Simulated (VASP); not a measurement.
Runs of VASP 6.6.1 on KBr. The structure is that of space group Fm-3m (No. 225), or close to it. The cells are those of the table. 

```tsv
task	level	potentials or basis	spin	cell	k mesh	cutoff (eV)	smearing	dipole correction	grid for exact exchange (PRECFOCK)	share of exact exchange	screening parameter	tolerance level	gap on the mesh (eV)	pressure (GPa)	moment (μB)	relaxed volume (Å³/atom)
single point	HF	VASP PAW PBE potentials, release 64 (Br, K_sv)	off	a = 4.874 Å, angles 60.0°, 2 atoms	4 × 4 × 4	520	fermi-dirac 0.05 eV	no	Normal	1	-	-	(a)	-0.1	-	-
single point	PBE-based screened hybrid with 25 % exact exchange	VASP PAW PBE potentials, release 64 (Br, K_sv)	off	a = 4.698 Å, angles 60.0°, 2 atoms	4 × 4 × 4	520	gaussian 0.1 eV	no	Normal	0.25	0.3 1/Å	-	5.31	0.2	-	-
single point	PBE-based screened hybrid with 25 % exact exchange	VASP PAW PBE potentials, release 64 (Br, K_sv)	off	a = 4.604 Å, angles 60.0°, 2 atoms	4 × 4 × 4	520	gaussian 0.1 eV	no	Normal	0.25	0.3 1/Å	-	5.49	1.2	-	-
single point	PBEsol	VASP PAW PBE potentials, release 64 (Br, K_sv)	collinear	a = 4.636 Å, angles 60.0°, 2 atoms	7 × 7 × 7	520	fermi-dirac 0.05 eV	no	-	-	-	-	4.33	0.0	0.00	-
single point	PBE-based screened hybrid with 25 % exact exchange	VASP PAW PBE potentials, release 64 (Br, K_sv)	off	a = 4.667 Å, angles 60.0°, 2 atoms	4 × 4 × 4	520	fermi-dirac 0.05 eV	no	Normal	0.25	0.2 1/Å	-	5.62	0.5	-	-
single point	PBE	VASP PAW PBE potentials, release 64 (Br, K_sv)	off	a = 4.667 Å, angles 60.0°, 2 atoms	7 × 7 × 7	500	gaussian 0.01 eV	no	-	-	-	-	4.43	0.8	-	-
relaxation of cell and atoms	LDA	VASP PAW LDA potentials, release 64 (Br, K_sv)	non-collinear, zero start, SOC	relaxed from a = 4.588 Å, angles 60.0°, 2 atoms	5 × 5 × 5	390	gaussian 0.03 eV	-	-	-	-	standard	-	0.0	0.00	32.48
single point	PBE+D3(BJ)	VASP PAW PBE potentials, release 64 (Br, K_sv)	off	a = 4.642 Å, angles 60.0°, 2 atoms	7 × 7 × 7	500	fermi-dirac 0.05 eV	no	-	-	-	-	4.48	0.0	-	-
relaxation of cell and atoms	LDA	VASP PAW LDA potentials, release 64 (Br, K_sv)	non-collinear, zero start, SOC	relaxed from a = 4.588 Å, angles 60.0°, 2 atoms	7 × 7 × 7	690	gaussian 0.03 eV	-	-	-	-	standard	-	0.0	0.00	(b)
single point	PBE-based screened hybrid with 25 % exact exchange	VASP PAW PBE potentials, release 64 (Br, K_sv)	off	a = 4.667 Å, angles 60.0°, 2 atoms	4 × 4 × 4	520	gaussian 0.1 eV	no	Normal	0.25	0.3 1/Å	-	5.37	0.5	-	-
single point	PBE-based screened hybrid with 25 % exact exchange	VASP PAW PBE potentials, release 64 (Br, K_sv)	off	a = 4.572 Å, angles 60.0°, 2 atoms	4 × 4 × 4	520	gaussian 0.1 eV	no	Normal	0.25	0.3 1/Å	-	5.56	1.7	-	-
```

Problem. Estimate the missing entries.

Solution. (a) 11.60; (b) 32.51.

Caveats: some runs use coarse meshes; the PAW data sets were made with another functional, which shifts forces and pressure a little (at least some runs); an odd mesh through Γ misses points on the zone boundary, where band edges can lie (at least some runs).

A k mesh can miss the band edges, and rows without SOC leave out spin-orbit coupling on Br.
